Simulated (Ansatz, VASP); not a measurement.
**One calculation of Nb2B, two programs**

```
CELL_PARAMETERS angstrom
4.31225 0.00000 0.00000
-2.15612 3.73452 0.00000
0.00000 0.00000 5.15013
ATOMIC_POSITIONS crystal
Nb 0.00000 0.00000 0.00000
Nb 0.00000 0.00000 0.50000
Nb 0.33333 0.66667 0.75000
Nb 0.66667 0.33333 0.25000
B 0.33333 0.66667 0.25000
B 0.66667 0.33333 0.75000
```

Change from the starting cell: species swapped into the In2Bi type (P6_3/mmc, No. 194).

Alike in both runs: task relaxation of cell and atoms; functional PBE; k mesh 12 × 12 × 8; occupations gaussian, width 0.1 eV; no spin polarisation.

|  | VASP | Ansatz |
| --- | --- | --- |
| version | VASP 6.6.1 | Ansatz 0.2.0 |
| potentials or method | VASP PAW PBE potentials, release 64 (Nb_sv, B), cutoff 600 eV | scalar-relativistic, plane waves, PAW |
| valence electrons in the cell | 58 | 58 |

```tsv
	VASP	Ansatz	Ansatz less VASP
gap on the k mesh at the Fermi level, each at its own relaxed structure (eV)	none	none	-
relaxed volume (Å³/atom)	13.89	13.91	+0.020
relaxed length of the cell vector where the two differ most in proportion (Å)	4.321	4.323	+0.0021
```

A gap of «none» marks a metal or a gap that the smearing closes.
